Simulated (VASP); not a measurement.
# C (Fd-3m) in VASP: G0W0 quasiparticle levels with PBE

Aim: the G0W0 quasiparticle levels of C with PBE.

Everything below comes from runs of VASP 6.6.1. Logs are shortened: lines on timing, memory, paths and dates and some standing lists are left out, and cuts for length are marked.

### Step 1. The cell of the first run

Symmetry: Fd-3m, No. 227, cubic system. The conventional cell has a = 3.560 Å, b = 3.560 Å, c = 3.560 Å, α = 90.00°, β = 90.00°, γ = 90.00°. C (site symmetry -43m) has 4 C at 1.54 Å within 2.1 Å.

### Step 2. G0W0 quasiparticle levels, PBE

Input file POSCAR:

```
C
1.0
    0.0000000000      1.7801241434      1.7801241434
    1.7801241434      0.0000000000      1.7801241434
    1.7801241434      1.7801241434      0.0000000000
C
2
Direct
    0.0000000000      0.0000000000      0.0000000000
    0.2500000000      0.2500000000      0.2500000000
```

Input file INCAR.step1:

```
SYSTEM = C
PREC = Accurate
ENCUT = 500
EDIFF = 1E-8
ISMEAR = 0
SIGMA = 0.01
LREAL = .FALSE.
LASPH = .TRUE.
NELM = 80
ALGO = Normal
LWAVE = .TRUE.
LCHARG = .FALSE.
GGA = PE
```

Input file INCAR.step2:

```
SYSTEM = C
PREC = Accurate
ENCUT = 500
EDIFF = 1E-8
ISMEAR = 0
SIGMA = 0.01
LREAL = .FALSE.
LASPH = .TRUE.
NELM = 1
ALGO = Exact
LWAVE = .TRUE.
LCHARG = .FALSE.
GGA = PE
NBANDS = 37
LOPTICS = .TRUE.
ISTART = 1
```

Input file INCAR.step3:

```
SYSTEM = C
PREC = Accurate
ENCUT = 500
EDIFF = 1E-8
ISMEAR = 0
SIGMA = 0.01
LREAL = .FALSE.
LASPH = .TRUE.
ALGO = EVGW0
LWAVE = .FALSE.
LCHARG = .FALSE.
GGA = PE
NELMGW = 1
NBANDS = 37
ENCUTGW = 120.0
NOMEGA = 48
PRECFOCK = Fast
ISTART = 1
NBANDSGW = 12
```

Input file KPOINTS:

```
Automatic mesh
0
G
  6 6 6
  0 0 0
```

Potentials or basis: VASP PAW PBE potentials, release 64 (C_GW).

Launch:

```sh
> cat potpaw_PBE.64/C_GW/POTCAR > POTCAR
> cp INCAR.step1 INCAR
> mpirun -np 1 vasp_std > vasp.out
> cp INCAR.step2 INCAR
> mpirun -np 1 vasp_std > vasp.out
> cp INCAR.step3 INCAR
> mpirun -np 1 vasp_std > vasp.out
```

OUTCAR:

```text
SYSTEM = C
   PREC = Accurate
   ENCUT = 500
   EDIFF = 1E-8
   ISMEAR = 0
   LREAL = .FALSE.
   LASPH = .TRUE.
   GGA = PE
   NELMGW = 1
   ENCUTGW = 120.0
   PRECFOCK = Fast
   ISTART = 1

 ion  position               nearest neighbor table
   1  0.000  0.000  0.000-   2 1.54   2 1.54   2 1.54   2 1.54
   2  0.250  0.250  0.250-   1 1.54   1 1.54   1 1.54   1 1.54

  LATTYP: Found a face centered cubic cell.
 ALAT       =     3.5602482868

  Lattice vectors:

 A1 = (   0.0000000000,   1.7801241434,   1.7801241434)
 A2 = (   1.7801241434,   0.0000000000,   1.7801241434)
 A3 = (   1.7801241434,   1.7801241434,   0.0000000000)

Analysis of symmetry for initial positions (statically):
=====================================================================
 Subroutine PRICEL returns:
 Original cell was already a primitive cell.

 Routine SETGRP: Setting up the symmetry group for a
 face centered cubic supercell.

 Subroutine GETGRP returns: Found 48 space group operations
 (whereof 24 operations were pure point group operations)
 out of a pool of 48 trial point group operations.

The static configuration has the point symmetry T_d .
 The point group associated with its full space group is O_h .

Analysis of symmetry for dynamics (positions and initial velocities):
=====================================================================
 Subroutine PRICEL returns:
 Original cell was already a primitive cell.

 Routine SETGRP: Setting up the symmetry group for a
 face centered cubic supercell.

 Subroutine GETGRP returns: Found 48 space group operations
 (whereof 24 operations were pure point group operations)
 out of a pool of 48 trial point group operations.

The dynamic configuration has the point symmetry T_d .
 The point group associated with its full space group is O_h .

 Subroutine INISYM returns: Found 48 space group operations
 (whereof 24 operations are pure point group operations),
 and found     1 'primitive' translations

----------------------------------------------------------------------------------------

                                     Primitive cell

  volume of cell :      11.2819

  direct lattice vectors                    reciprocal lattice vectors
     0.000000000  1.780124143  1.780124143    -0.280879287  0.280879287  0.280879287
     1.780124143  0.000000000  1.780124143     0.280879287 -0.280879287  0.280879287
     1.780124143  1.780124143  0.000000000     0.280879287  0.280879287 -0.280879287

  length of vectors
     2.517475706  2.517475706  2.517475706     0.486497196  0.486497196  0.486497196

  position of ions in fractional coordinates (direct lattice)
     0.000000000  0.000000000  0.000000000
     0.250000000  0.250000000  0.250000000

  ion indices of the primitive-cell ions
   primitive index   ion index
                 1           1
                 2           2

----------------------------------------------------------------------------------------

 KPOINTS: Automatic mesh

Automatic generation of k-mesh.
 Grid dimensions read from file:
 generate k-points for:    6    6    6

 Generating k-lattice:

  Cartesian coordinates                     Fractional coordinates (reciprocal lattice)
    -0.046813214  0.046813214  0.046813214     0.166666667  0.000000000  0.000000000
     0.046813214 -0.046813214  0.046813214     0.000000000  0.166666667  0.000000000
     0.046813214  0.046813214 -0.046813214     0.000000000  0.000000000  0.166666667

  Length of vectors
     0.081082866  0.081082866  0.081082866

  Shift w.r.t. Gamma in fractional coordinates (k-lattice)
     0.000000000  0.000000000  0.000000000

 Subroutine IBZKPT returns following result:
 ===========================================

 Found     16 irreducible k-points:

 Following reciprocal coordinates:
            Coordinates               Weight
  0.000000  0.000000  0.000000      1.000000
  0.166667  0.000000  0.000000      8.000000
  0.333333  0.000000  0.000000      8.000000
  0.500000  0.000000  0.000000      4.000000
  0.166667  0.166667  0.000000      6.000000
  0.333333  0.166667  0.000000     24.000000
[... 8 lines left out ...]
 -0.333333  0.333333  0.166667     24.000000
 -0.333333  0.500000  0.166667     12.000000
   k-points           NKPTS =     16   k-points in BZ     NKDIM =    216   number of bands    NBANDS=     37
   number of dos      NEDOS =    301   number of ions     NIONS =      2
   total plane-waves  NPLWV =   5832
   dimension x,y,z NGX =    18 NGY =   18 NGZ =   18
   dimension x,y,z NGXF=    36 NGYF=   36 NGZF=   36
   ions per type =               2
   NGX,Y,Z   is equivalent  to a cutoff of  11.89, 11.89, 11.89 a.u.
   NGXF,Y,Z  is equivalent  to a cutoff of  23.77, 23.77, 23.77 a.u.
 SYSTEM =  C
   PREC   = accura    normal or accurate (medium, high low for compatibility)
   ISTART =      1    job   : 0-new  1-cont  2-samecut
   ICHARG =      0    charge: 1-file 2-atom 10-const
   ISPIN  =      1    spin polarized calculation?
   LNONCOLLINEAR =      F non collinear calculations
   LSORBIT =      F    spin-orbit coupling
   LASPH  =      T    aspherical Exc in radial PAW
   ENCUT  =  500.0 eV  36.75 Ry    6.06 a.u.   4.59  4.59  4.59*2*pi/ulx,y,z
   NELM   =     60;   NELMIN=  2; NELMDL=  0     # of ELM steps
   EDIFF  = 0.1E-07   stopping-criterion for ELM
   LREAL  =      F    real-space projection
   EDIFFG = 0.1E-06   stopping-criterion for IOM
   NSW    =      0    number of steps for IOM
   IBRION =     -1    ionic relax: 0-MD 1-quasi-New 2-CG
   NFREE  =      0    steps in history (QN), initial steepest desc. (CG)
   ISIF   =      0    stress and relaxation
   ISYM   =      3    0-nonsym 1-usesym 2-fastsym
   POTIM  = 0.5000    time-step for ionic-motion
   TEBEG  =    0.0;   TEEND  =   0.0 temperature during run
   PSTRESS=    0.0 pullay stress
   NELECT =       8.0000    total number of electrons
   NUPDOWN=      -1.0000    fix difference up-down
   EMIN   =  10.00;   EMAX   =-10.00  energy-range for DOS
   EFERMI =   0.00;   METHOD = LEGACY
   ISMEAR =     0;   SIGMA  =   0.01  broadening in eV -4-tet -1-fermi 0-gaus
   EFERMI_NEDOS =   21; number of points for ismear=-14 and -15
   IALGO  =     38    algorithm
   IMIX   =      4    mixing-type and parameters
     AMIX     =   0.40;   BMIX     =  1.00
     AMIX_MAG =   1.60;   BMIX_MAG =  1.00
  volume/ion in A,a.u.               =       5.64        38.07
  Fermi-wavevector in a.u.,A,eV,Ry     =   1.459860  2.758735 28.996616  2.131191
  Thomas-Fermi vector in A             =   2.576377
   LORBIT       =      0    0 simple, 1 ext, 2 COOP (PROOUT), +10 PAW based schemes
   GGA     = PE    functional components
   LHFCALC =     T    Hartree Fock is set to
   PRECFOCK=fast      Normal, Fast or Accurate (Low or Medium for compatibility)
   ENCUT4O =  -1.0   cutoff for four orbital integrals eV
   NKREDX  =     1    reduce k-point grid by
   NKREDY  =     1    reduce k-point grid by
   NKREDZ  =     1    reduce k-point grid by
   AEXX    =    1.0000 exact exchange contribution
   HFSCREEN=    0.0000 screening length (either q_TF or 0.3 A-1)
   HFSCREENC=   0.0000 screening length for correlation (either q_TF or 0.3 A-1)
   ENCUTFOCK=  -1.0 apply spherical cutoff to Coloumb kernel
   IVDW    =     0    specifies the selected vdW correction
   LEPSILON=     F    determine dielectric tensor
   LRPA    =     F    only Hartree local field effects (RPA)
   LRPAFORCE           =     F    calculate RPA forces
   ENCUTGW             = 120.0    cutoff for response function in eV
   ENCUTGWSOFT         =  96.0    soft cutoff for Coulomb kernel in GW response function in eV
   ENCUTLF             =  -1.0    cutoff for local field effects
   NELMGW              =     1    number of iterations in solving QP/BSE equation
   NELMHF              =     1    number of iterations in the inner HF iteration
   NKREDLFX            =     1    NKREDLFY  =   1   NKREDLFZ  =   1
 non-spin polarized calculation
 Gauss-broadening in eV      SIGMA  =   0.01
  energy-cutoff  :      500.00
  volume of cell :       11.28
 maximum number of plane-waves:       302
  NGX = 12; NGY = 12; NGZ = 12
   NGX =  9   NGY =  9   NGZ =  9
 maximum number of plane-waves:        40
 NGX is ok and might be reduce to    10

 QP shifts <psi_nk| G(iteration)W_0 |psi_nk>: iteration 1
 for sc-GW calculations column KS-energies equals QP-energies in previous step
 and V_xc(KS)=  KS-energies - (<T + V_ion + V_H > + <T+V_H+V_ion>^1  + <V_x>^1)

 k-point   1 :       0.0000    0.0000    0.0000
  band No.  KS-energies  QP-energies   sigma(KS)   V_xc(KS)     V^pw_x(r,r')   Z            occupation Imag(sigma)

      1     -11.7046     -13.1962     -16.7647     -14.7920     -25.4559       0.7561       2.0000       1.4745
      2       9.8438       9.5315     -17.1920     -16.8145     -19.2155       0.8272       2.0000       0.0768
      3       9.8438       9.5315     -17.1920     -16.8145     -19.2155       0.8272       2.0000       0.0768
      4       9.8438       9.5315     -17.1920     -16.8145     -19.2155       0.8272       2.0000       0.0768
      5      15.4505      16.7730     -13.9319     -15.5365      -9.3291       0.8242       0.0000      -0.1084
      6      15.4505      16.7730     -13.9319     -15.5365      -9.3291       0.8242       0.0000      -0.1084
      7      15.4505      16.7730     -13.9319     -15.5365      -9.3291       0.8242       0.0000      -0.1084
      8      23.2911      24.6104     -14.6838     -16.3841      -7.7685       0.7759       0.0000      -0.2556
      9      29.2089      29.7071     -11.2761     -11.8925      -4.3427       0.8082       0.0000      -0.4201
     10      36.4414      37.7730     -12.3061     -13.9081      -5.9182       0.8312       0.0000      -0.5903
     11      36.4414      37.7730     -12.3061     -13.9081      -5.9182       0.8312       0.0000      -0.5903
     12      37.4454      38.0934     -10.7532     -11.5373      -3.2737       0.8265       0.0000      -1.0359

 k-point   2 :       0.1667    0.0000    0.0000
  band No.  KS-energies  QP-energies   sigma(KS)   V_xc(KS)     V^pw_x(r,r')   Z            occupation Imag(sigma)
[... 225 lines left out ...]
      1      -2.4120      -3.5666     -17.3200     -15.8009     -23.3944       0.7600       2.0000       0.4209
      2      -2.4120      -3.5666     -17.3200     -15.8009     -23.3944       0.7600       2.0000       0.4209
      3       1.9896       1.0679     -16.2880     -15.1269     -20.2840       0.7939       2.0000       0.1815
      4       1.9896       1.0679     -16.2880     -15.1269     -20.2840       0.7939       2.0000       0.1815
      5      18.0912      19.1538     -12.9612     -14.2519      -7.6327       0.8233       0.0000      -0.1393
      6      18.0912      19.1538     -12.9612     -14.2519      -7.6327       0.8233       0.0000      -0.1393
      7      24.4266      26.0740     -14.1297     -16.2511      -6.9648       0.7766       0.0000      -0.2976
      8      24.4266      26.0740     -14.1297     -16.2511      -6.9648       0.7766       0.0000      -0.2976
      9      31.6282      33.0956     -13.4140     -15.2864      -5.4953       0.7837       0.0000      -0.6256
     10      31.6282      33.0956     -13.4140     -15.2864      -5.4953       0.7837       0.0000      -0.6256
     11      40.6171      41.7868     -11.9702     -13.4156      -4.2605       0.8092       0.0000      -1.0760
     12      40.6171      41.7868     -11.9702     -13.4156      -4.2605       0.8092       0.0000      -1.0760
```

Run time: 82 s. Hardware: 1 thread of Intel Xeon 8259CL, shared host; peak memory 0.17 GiB.

Results:

```
Band gap on the k mesh, mean-field level : 4.17 eV, indirect (least direct gap 5.61 eV)
Quasiparticle gap                        : 5.36 eV
Least direct quasiparticle gap           : 7.24 eV
```

Levels at points of the mesh, in eV from the valence-band top:
```
           k point  band 1  band 2  band 3  band 4  band 5  band 6  band 7  band 8
(0.00, 0.00, 0.00)  -21.55    0.00    0.00    0.00    5.61    5.61    5.61   13.45
(0.50, 0.00, 0.00)  -15.74  -13.44   -2.81   -2.81    8.48    8.48    8.92   15.75
(0.50, 0.50, 0.00)  -12.81  -12.81   -6.33   -6.33    4.77    4.77   16.90   16.90
```

Caveat: the k points lie up to 0.51 Å⁻¹ apart; bands, screening cutoff and mesh are small and nothing is extrapolated, so the quasiparticle values aren't converged. A k mesh can miss the band edges.
